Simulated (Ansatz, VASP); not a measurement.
# In: VASP beside Ansatz

```
In
1.0
     3.36384    0.00000    0.00000
    -1.68192    2.91317    0.00000
     0.00000    0.00000   10.79971
In
4
Direct
  0.66343 0.34282 0.74986
  0.99763 0.98141 0.49967
  0.32634 0.66306 0.24601
  0.99619 0.99124 0.99982
```

Change from the starting cell: atoms moved at random, drawn with an rms of 0.05 Å.

Alike in both runs: task single point; functional PBEsol; k mesh 9 × 9 × 3; occupations fermi-dirac, width 0.05 eV; no spin polarisation.

```csv
,VASP,Ansatz
version,VASP 6.6.1,Ansatz 0.2.0
potentials or method,"VASP PAW PBE potentials, release 64 (In_d), cutoff 520 eV","all-electron LAPW, scalar-relativistic"
```

|  | VASP | Ansatz | Ansatz less VASP |
| --- | --- | --- | --- |
| gap on the k mesh at the Fermi level (eV) | none | none | - |
| pressure (GPa) | -1.4 | -1.3 | +0.09 |
| traceless stress, the component that is largest in VASP (GPa) | 0.45 | 0.45 | -0.002 |
| rms of the force components (eV/Å) | 0.037 | 0.037 | -0.0001 |

VASP's potentials were made for PBE, not for PBEsol. Atom by atom the forces differ by 0.000 eV/Å (rms over components). A gap of «none» marks a metal or a gap that the smearing closes. Ansatz ran all-electron here, and VASP with PAW potentials.
